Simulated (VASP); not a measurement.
# Ga (I4/mmm) in VASP: a series of runs

The runs below take Ga through single point, with LDA.

Program: VASP 6.6.1. These are calculated values, not measurements. Logs are shortened: lines on timing, memory, paths and dates and some standing lists are left out, and cuts for length are marked.

## (1) The cell of the first run

Symmetry: I4/mmm, No. 139, tetragonal system. The conventional cell has a = 2.724 Å, b = 2.724 Å, c = 4.458 Å, α = 90.00°, β = 90.00°, γ = 90.00°. Within 3.6 Å of Ga (site symmetry 4/mmm) lie 12 Ga at 2.72 to 2.95 Å.

## (2) Single point, LDA (equal xx and yy strain of -3 %)

Contents of INCAR:

```
SYSTEM = Ga
PREC     = Accurate       ! precision mode
ENCUT    = 520            ! plane-wave cutoff, eV
EDIFF    = 1E-6           ! SCF threshold, eV
ISMEAR   = -1             ! smearing method
SIGMA    = 0.05           ! smearing width, eV
LREAL    = .False.        ! projectors in reciprocal space
LASPH    = .True.         ! aspherical terms in the spheres
NELM     = 80             ! most SCF steps
ALGO     = Normal         ! electronic algorithm
ISIF     = 2              ! what is computed and relaxed
LWAVE    = .False.        ! write WAVECAR
LCHARG   = .False.        ! write CHGCAR
ISYM     = 0            
NBANDS   = 12             ! bands
```

Contents of KPOINTS:

```
regular mesh
0
Gamma
  14 14 16
  0 0 0
```

Contents of POSCAR:

```
Ga
1.0
   -1.3618800000      1.3618800000      2.2290000000
    1.3618800000     -1.3618800000      2.2290000000
    1.3618800000      1.3618800000     -2.2290000000
Ga
1
Direct
    0.0000000000      0.0000000000      0.0000000000
```

Potentials or basis: VASP PAW LDA potentials, release 64 (Ga_d).

Started as:

```
cat potpaw_LDA.64/Ga_d/POTCAR > POTCAR
mpirun -np 1 vasp_std > vasp.out
```

OUTCAR:

```text
SYSTEM = Ga
   PREC = Accurate
   ENCUT = 520
   EDIFF = 1E-6
   ISMEAR = -1
   LREAL = .False.
   LASPH = .True.
   NELM = 80
   ISIF = 2
   ISYM = 0

 ion  position               nearest neighbor table
   1  0.000  0.000  0.000-

IMPORTANT INFORMATION: All symmetrisations will be switched off!
NOSYMM: (Re-)initialisation of all symmetry stuff for point group C_1.

----------------------------------------------------------------------------------------

                                     Primitive cell

  volume of cell :      16.5367

  direct lattice vectors                    reciprocal lattice vectors
    -1.361880000  1.361880000  2.229000000     0.000000000  0.367139542  0.224315837
     1.361880000 -1.361880000  2.229000000     0.367139542  0.000000000  0.224315837
     1.361880000  1.361880000 -2.229000000     0.367139542  0.367139542  0.000000000

  length of vectors
     2.945823360  2.945823360  2.945823360     0.430242999  0.430242999  0.519213720

  position of ions in fractional coordinates (direct lattice)
     0.000000000  0.000000000  0.000000000

  ion indices of the primitive-cell ions
   primitive index   ion index
                 1           1

----------------------------------------------------------------------------------------

 KPOINTS: regular mesh

Automatic generation of k-mesh.
 Grid dimensions read from file:
 generate k-points for:   14   14   16

 Generating k-lattice:

  Cartesian coordinates                     Fractional coordinates (reciprocal lattice)
     0.000000000  0.026224253  0.016022560     0.071428571  0.000000000  0.000000000
     0.026224253  0.000000000  0.016022560     0.000000000  0.071428571  0.000000000
     0.022946221  0.022946221  0.000000000     0.000000000  0.000000000  0.062500000

  Length of vectors
     0.030731643  0.030731643  0.032450858

  Shift w.r.t. Gamma in fractional coordinates (k-lattice)
     0.000000000  0.000000000  0.000000000

 -----------------------------------------------------------------------------
|                                                                             |
|           W    W    AA    RRRRR   N    N  II  N    N   GGGG   !!!           |
|           W    W   A  A   R    R  NN   N  II  NN   N  G    G  !!!           |
|           W    W  A    A  R    R  N N  N  II  N N  N  G       !!!           |
|           W WW W  AAAAAA  RRRRR   N  N N  II  N  N N  G  GGG   !            |
|           WW  WW  A    A  R   R   N   NN  II  N   NN  G    G                |
|           W    W  A    A  R    R  N    N  II  N    N   GGGG   !!!           |
|                                                                             |
|     Your reciprocal lattice and k-lattice belong to different lattice       |
|     classes:                                                                |
|                                                                             |
|        The reciprocal lattice is body-centered tetragonal,                  |
|        whereas your k-lattice is base-centered monoclinic.                  |
|                                                                             |
|     Results are often still useful ...                                      |
|                                                                             |
 -----------------------------------------------------------------------------

 WARNING: IBZKPT: internal override: KBLOWUP is changed to .FALSE.
      ... skipping the blow-up phase ...

 Subroutine IBZKPT returns following result:
 ===========================================

 Found   1572 irreducible k-points:

 Following reciprocal coordinates:
            Coordinates               Weight
  0.000000  0.000000  0.000000      1.000000
  0.071429  0.000000  0.000000      2.000000
  0.142857  0.000000  0.000000      2.000000
  0.214286  0.000000  0.000000      2.000000
  0.285714  0.000000  0.000000      2.000000
  0.357143 -0.000000  0.000000      2.000000
[... 16 lines left out ...]
  0.000000  0.142857  0.000000      2.000000
  0.071429  0.142857  0.000000      2.000000
 [... further k-points ...]
   k-points           NKPTS =   1572   k-points in BZ     NKDIM =   1572   number of bands    NBANDS=     12
   number of dos      NEDOS =    301   number of ions     NIONS =      1
   total plane-waves  NPLWV =  13824
   dimension x,y,z NGX =    24 NGY =   24 NGZ =   24
   dimension x,y,z NGXF=    48 NGYF=   48 NGZF=   48
   ions per type =               1
   NGX,Y,Z   is equivalent  to a cutoff of  13.54, 13.54, 13.54 a.u.
   NGXF,Y,Z  is equivalent  to a cutoff of  27.09, 27.09, 27.09 a.u.
 SYSTEM =  Ga
   PREC   = accura    normal or accurate (medium, high low for compatibility)
   ISTART =      0    job   : 0-new  1-cont  2-samecut
   ICHARG =      2    charge: 1-file 2-atom 10-const
   ISPIN  =      1    spin polarized calculation?
   LNONCOLLINEAR =      F non collinear calculations
   LSORBIT =      F    spin-orbit coupling
   LASPH  =      T    aspherical Exc in radial PAW
   ENCUT  =  520.0 eV  38.22 Ry    6.18 a.u.   5.48  5.48  5.48*2*pi/ulx,y,z
   NELM   =     80;   NELMIN=  2; NELMDL= -5     # of ELM steps
   EDIFF  = 0.1E-05   stopping-criterion for ELM
   LREAL  =      F    real-space projection
   EDIFFG = 0.1E-04   stopping-criterion for IOM
   NSW    =      0    number of steps for IOM
   IBRION =     -1    ionic relax: 0-MD 1-quasi-New 2-CG
   NFREE  =      0    steps in history (QN), initial steepest desc. (CG)
   ISIF   =      2    stress and relaxation
   ISYM   =      0    0-nonsym 1-usesym 2-fastsym
   POTIM  = 0.5000    time-step for ionic-motion
   TEBEG  =    0.0;   TEEND  =   0.0 temperature during run
   PSTRESS=    0.0 pullay stress
   NELECT =      13.0000    total number of electrons
   NUPDOWN=      -1.0000    fix difference up-down
   EMIN   =  10.00;   EMAX   =-10.00  energy-range for DOS
   EFERMI =   0.00;   METHOD = LEGACY
   ISMEAR =    -1;   SIGMA  =   0.05  broadening in eV -4-tet -1-fermi 0-gaus
   EFERMI_NEDOS =   21; number of points for ismear=-14 and -15
   IALGO  =     38    algorithm
   IMIX   =      4    mixing-type and parameters
     AMIX     =   0.40;   BMIX     =  1.00
     AMIX_MAG =   1.60;   BMIX_MAG =  1.00
  volume/ion in A,a.u.               =      16.54       111.59
  Fermi-wavevector in a.u.,A,eV,Ry     =   1.510915  2.855215 31.060252  2.282864
  Thomas-Fermi vector in A             =   2.621042
   LORBIT       =      0    0 simple, 1 ext, 2 COOP (PROOUT), +10 PAW based schemes
   GGA     = CA    functional components
   LHFCALC =     F    Hartree Fock is set to
   AEXX    =    0.0000 exact exchange contribution
   IVDW    =     0    specifies the selected vdW correction
   LEPSILON=     F    determine dielectric tensor
   LRPA    =     F    only Hartree local field effects (RPA)
 non-spin polarized calculation
  energy-cutoff  :      520.00
  volume of cell :       16.54
 maximum number of plane-waves:       461
 NGX is ok and might be reduce to    24
   NGX = 11   NGY = 11   NGZ = 11

 number of electron      13.0000006 magnetization

 Free energy of the ion-electron system (eV)
  ---------------------------------------------------
  ext. energy  EPLUGINS =         0.00000000
  ---------------------------------------------------
  free energy    TOTEN  =        -3.55890453 eV

  energy without entropy =       -3.55585952  energy(sigma->0) =       -3.55738203

 E-fermi :   6.6149     XC(G=0): -12.0153

 val. band max:        6.6110580531   @ k =  -0.4286   0.4286   0.3125
 cond. band min:       6.6317731620   @ k =  -0.4286   0.0714   0.0625
 fundamental gap:      0.0207151089
 Fermi energy:         6.6149385422

 k-point     1 :       0.0000    0.0000    0.0000
  band No.  band energies     occupation
      1      -8.6668      2.00000
      2      -8.4803      2.00000
      3      -8.4677      2.00000
      4      -8.4674      2.00000
      5      -8.2767      2.00000
      6      -5.5049      2.00000
      7      20.1235      0.00000
      8      20.2291      0.00000
      9      20.2292      0.00000
     10      23.6386      0.00000
     11      23.7128      0.00000
     12      24.5164      0.00000

 k-point     2 :       0.0714    0.0000    0.0000
  band No.  band energies     occupation
      1      -8.6569      2.00000
      2      -8.4806      2.00000
      3      -8.4678      2.00000
      4      -8.4607      2.00000
      5      -8.2819      2.00000
      6      -5.3596      2.00000
      7      18.4412      0.00000
      8      19.6046      0.00000
      9      20.0756      0.00000
     10      22.6333      0.00000
     11      24.0304      0.00000
     12      24.9229      0.00000

 k-point     3 :       0.1429    0.0000    0.0000
  band No.  band energies     occupation
      1      -8.6360      2.00000
      2      -8.4993      2.00000
      3      -8.4467      2.00000
      4      -8.4429      2.00000
      5      -8.2949      2.00000
      6      -4.9195      2.00000
      7      15.3428      0.00000
      8      18.5190      0.00000
      9      19.7626      0.00000
     10      22.0504      0.00000
     11      23.1111      0.00000
     12      25.9702      0.00000
[... 286 lines left out ...]
 k-point    23 :       0.0000    0.1429    0.0000
  band No.  band energies     occupation
      1      -8.6360      2.00000
      2      -8.4993      2.00000
      3      -8.4467      2.00000
      4      -8.4429      2.00000
      5      -8.2949      2.00000
      6      -4.9195      2.00000
      7      15.3428      0.00000
      8      18.5190      0.00000
      9      19.7626      0.00000
     10      22.0504      0.00000
     11      23.1111      0.00000
     12      25.9702      0.00000

 k-point    24 :       0.0714    0.1429    0.0000
  band No.  band energies     occupation
      1      -8.6303      2.00000
      2      -8.5012      2.00000
      3      -8.4538      2.00000
      4      -8.4226      2.00000
      5      -8.2961      2.00000
      6      -4.6106      2.00000
      7      14.5900      0.00000
      8      17.0605      0.00000
      9      18.8313      0.00000
     10      22.0840      0.00000
     11      23.0985      0.00000
     12      25.5316      0.00000

 [... further k-points ...]
[... 5 lines left out ...]
  --------------------------------------------------------------------------------------
  -------------------------------------------------------------------------------------
  Total        0.2616533      0.2616531      0.2489534      0.0614707      0.0003246      0.0003254
  in kB       25.3506503     25.3506325     24.1202032      5.9556751      0.0314535      0.0315259
  external PRESSURE =      24.9404953 kB  Pullay stress =       0.0000000 kB

 VOLUME and BASIS-vectors are now :
 -----------------------------------------------------------------------------
  energy-cutoff  :      520.00
  volume of cell :       16.54
      direct lattice vectors                 reciprocal lattice vectors
    -1.361880000  1.361880000  2.229000000     0.000000000  0.367139542  0.224315837
     1.361880000 -1.361880000  2.229000000     0.367139542  0.000000000  0.224315837
     1.361880000  1.361880000 -2.229000000     0.367139542  0.367139542  0.000000000

 POSITION                                       TOTAL-FORCE (eV/Angst)
 -----------------------------------------------------------------------------------
      0.00000      0.00000      0.00000         0.000000     -0.000000     -0.000000
 -----------------------------------------------------------------------------------
    total drift:                                0.000000     -0.000000     -0.000000

  FREE ENERGIE OF THE ION-ELECTRON SYSTEM (eV)
  ---------------------------------------------------
  free  energy   TOTEN  =        -3.5589045317 eV

  energy  without entropy=       -3.5558595205  energy(sigma->0) =       -3.55738203
```

Run time: 2.4 min. Hardware: 1 thread of Intel Xeon 6975P-C, shared host; peak memory 0.39 GiB.

What came out:

```yaml
Free_energy: -3.5589 eV
Pressure: 2.5 GPa
```

Levels at points of the mesh, in eV from the Fermi level:
```csv
k point,band 4,band 5,band 6,band 7,band 8,band 9
"(0.00, 0.00, 0.00)",-15.08,-14.89,-12.12,13.51,13.61,13.61
"(0.50, 0.00, 0.00)",-14.87,-14.82,-5.05,-4.57,8.56,12.80
"(0.00, 0.50, 0.00)",-14.87,-14.82,-5.05,-4.57,8.56,12.80
"(0.50, 0.50, 0.00)",-14.87,-14.72,-2.30,-0.98,4.01,5.20
"(0.00, 0.00, 0.50)",-14.87,-14.72,-2.30,-0.98,4.01,5.20
"(0.50, 0.00, 0.50)",-14.87,-14.82,-5.05,-4.57,8.56,12.80
"(0.00, 0.50, 0.50)",-14.87,-14.82,-5.05,-4.57,8.56,12.80
"(0.50, 0.50, 0.50)",-14.83,-14.83,-4.30,-4.15,7.17,7.17
```

Caveat: the cell differs from its parent crystal (equal xx and yy strain of -3 %).

## (3) Single point, LDA (volume scaled by 0.94)

Contents of INCAR:

```
PREC     = Accurate       # precision mode
ENCUT    = 520            # plane-wave cutoff, eV
EDIFF    = 1E-7           # SCF threshold, eV
ISMEAR   = -1             # smearing method
SIGMA    = 0.05           # smearing width, eV
LREAL    = F              # projectors in reciprocal space
LASPH    = T              # aspherical terms in the spheres
NELM     = 60             # most SCF steps
ALGO     = Normal         # electronic algorithm
ISIF     = 2              # what is computed and relaxed
LWAVE    = F              # write WAVECAR
LCHARG   = F              # write CHGCAR
GGA      = CA             # functional
NBANDS   = 12             # bands
ISYM     = 0
```

Contents of KPOINTS:

```
Automatic mesh
0
Gamma
  14 14 16
```

Contents of POSCAR:

```
Ga
1.0
   -1.3753388966      1.3753388966      2.1834974363
    1.3753388966     -1.3753388966      2.1834974363
    1.3753388966      1.3753388966     -2.1834974363
Ga
1
Direct
    0.0000000000      0.0000000000      0.0000000000
```

Potentials or basis: VASP PAW LDA potentials, release 64 (Ga_d).

Started as:

```
cat potpaw_LDA.64/Ga_d/POTCAR > POTCAR
mpirun -np 1 vasp_std > vasp.out
```

Run time: 2.2 min. Hardware: 1 thread of Intel Xeon 6975P-C, shared host; peak memory 0.39 GiB.

The run converged. Its results:

* Free energy: -3.5597 eV
* Pressure: 2.6 GPa

Stress tensor (GPa, compression positive):
```
2.72 0.13 0.11
0.13 2.72 0.11
0.11 0.11 2.41
```

Levels at points of the mesh, in eV from the Fermi level:
```tsv
k point	band 3	band 4	band 5	band 6	band 7	band 8	band 9	band 10
(0.00, 0.00, 0.00)	-15.12	-15.09	-14.93	-12.15	13.56	13.56	13.63	16.89
(0.50, 0.00, 0.00)	-15.10	-14.88	-14.84	-5.10	-4.61	9.06	12.41	13.37
(0.00, 0.50, 0.00)	-15.10	-14.88	-14.84	-5.10	-4.61	9.06	12.41	13.37
(0.50, 0.50, 0.00)	-14.88	-14.88	-14.76	-2.48	-1.26	4.23	5.16	8.51
(0.00, 0.00, 0.50)	-14.88	-14.88	-14.76	-2.48	-1.26	4.23	5.16	8.51
(0.50, 0.00, 0.50)	-15.10	-14.88	-14.84	-5.10	-4.61	9.06	12.41	13.37
(0.00, 0.50, 0.50)	-15.10	-14.88	-14.84	-5.10	-4.61	9.06	12.41	13.37
(0.50, 0.50, 0.50)	-14.85	-14.84	-14.84	-3.98	-3.90	6.74	6.74	10.15
```

## (4) Single point, LDA (volume scaled by 0.96)

Contents of INCAR:

```
SYSTEM = Ga
ALGO     = Normal         ! electronic algorithm
EDIFF    = 1E-6           ! SCF threshold, eV
ENCUT    = 520            ! plane-wave cutoff, eV
GGA      = CA             ! functional
ISIF     = 2              ! what is computed and relaxed
ISMEAR   = -1             ! smearing method
ISYM     = 0            
LASPH    = .TRUE.         ! aspherical terms in the spheres
LCHARG   = .FALSE.        ! write CHGCAR
LREAL    = .FALSE.        ! projectors in reciprocal space
LWAVE    = .FALSE.        ! write WAVECAR
NBANDS   = 12             ! bands
NELM     = 80             ! most SCF steps
PREC     = Accurate       ! precision mode
SIGMA    = 0.05           ! smearing width, eV
```

Contents of KPOINTS:

```
k-points
0
G
  14 14 16
  0 0 0
```

Contents of POSCAR:

```
Ga
1.0
   -1.3850247009      1.3850247009      2.1988746855
    1.3850247009     -1.3850247009      2.1988746855
    1.3850247009      1.3850247009     -2.1988746855
Ga
1
Direct
    0.0000000000      0.0000000000      0.0000000000
```

Started as:

```
cat potpaw_LDA.64/Ga_d/POTCAR > POTCAR
mpirun -np 1 vasp_std > vasp.out
```

Wall time 1.8 min (1 thread of Intel Xeon 6975P-C, shared host); peak memory 0.39 GiB.

Results (log left out):

- Free energy: -3.5638 eV
- Pressure: 0.9 GPa

Stress tensor (GPa, compression positive):
```
1.00 0.01 0.11
0.01 1.00 0.11
0.11 0.11 0.73
```

Levels at points of the mesh, in eV from the Fermi level:
| k point | band 2 | band 3 | band 4 | band 5 | band 6 | band 7 | band 8 | band 9 | band 10 | band 11 |
| --- | --- | --- | --- | --- | --- | --- | --- | --- | --- | --- |
| (0.00, 0.00, 0.00) | -15.08 | -15.08 | -15.05 | -14.90 | -11.96 | 13.32 | 13.32 | 13.37 | 16.78 | 16.90 |
| (0.50, 0.00, 0.00) | -15.19 | -15.06 | -14.86 | -14.81 | -5.07 | -4.49 | 8.92 | 12.19 | 13.21 | 15.99 |
| (0.00, 0.50, 0.00) | -15.19 | -15.06 | -14.86 | -14.81 | -5.07 | -4.49 | 8.92 | 12.19 | 13.21 | 15.99 |
| (0.50, 0.50, 0.00) | -15.30 | -14.86 | -14.86 | -14.74 | -2.40 | -1.31 | 4.18 | 5.11 | 8.45 | 8.52 |
| (0.00, 0.00, 0.50) | -15.30 | -14.86 | -14.86 | -14.74 | -2.40 | -1.31 | 4.18 | 5.11 | 8.45 | 8.52 |
| (0.50, 0.00, 0.50) | -15.19 | -15.06 | -14.86 | -14.81 | -5.07 | -4.49 | 8.92 | 12.19 | 13.21 | 15.99 |
| (0.00, 0.50, 0.50) | -15.19 | -15.06 | -14.86 | -14.81 | -5.07 | -4.49 | 8.92 | 12.19 | 13.21 | 15.99 |
| (0.50, 0.50, 0.50) | -15.30 | -14.83 | -14.82 | -14.82 | -3.90 | -3.87 | 6.66 | 6.66 | 10.07 | 10.99 |

## (5) Overview

```tsv
cell	gap on the mesh (eV)	pressure (GPa)
a = 2.946 Å, angles 124.9, 124.9, 81.7°, 1 atom	none	2.5
a = 2.924 Å, angles 123.9, 123.9, 83.4°, 1 atom	none	2.6
a = 2.945 Å, angles 123.9, 123.9, 83.4°, 1 atom	none	0.9
```

Alike in all rows: task single point; level LDA; potentials or basis VASP PAW LDA potentials, release 64 (Ga_d); no spin polarisation; k mesh 14 × 14 × 16; cutoff (eV) 520; smearing fermi-dirac 0.05 eV.

Total energies depend on the potentials used, so only differences within one code and one set of settings carry meaning.
